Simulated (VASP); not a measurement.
**Si: single point with PBE**

System: Si, a slab with vacuum.

```
Si
1.0
     4.06100    0.00000    0.00000
    -2.03050    3.51693    0.00000
     0.00000    0.00000   28.00000
Si
2
Direct
  0.33333 0.66667 0.51530
  0.66667 0.33333 0.48470
```

```
Program             : VASP 6.6.1
Task                : single point
Functional          : PBE
Potentials or basis : VASP PAW PBE potentials, release 64 (Si)
Cutoff              : 520 eV
k mesh              : 15 × 15 × 1
Occupations         : gaussian, width 0.1 eV
Spin                : no spin polarisation
```

The largest force is 1.663 eV/Å and the band gap on the k mesh is zero (filled and empty bands touch).

Forces in eV/Å, atoms in the order of the input:
```
Si   0.000  0.000 -1.663
Si   0.000  0.000  1.663
```

Levels at points of the mesh, in eV from the Fermi level:
```
           k point  band 1  band 2  band 3  band 4  band 5  band 6  band 7  band 8  band 9
(0.00, 0.00, 0.00)   -9.61   -3.10   -0.22   -0.22    1.70    1.90    3.50    3.50    4.45
```

Wall time 5.1 min on 1 thread of Intel Xeon 8259CL, on a shared host, peak memory 0.49 GiB.
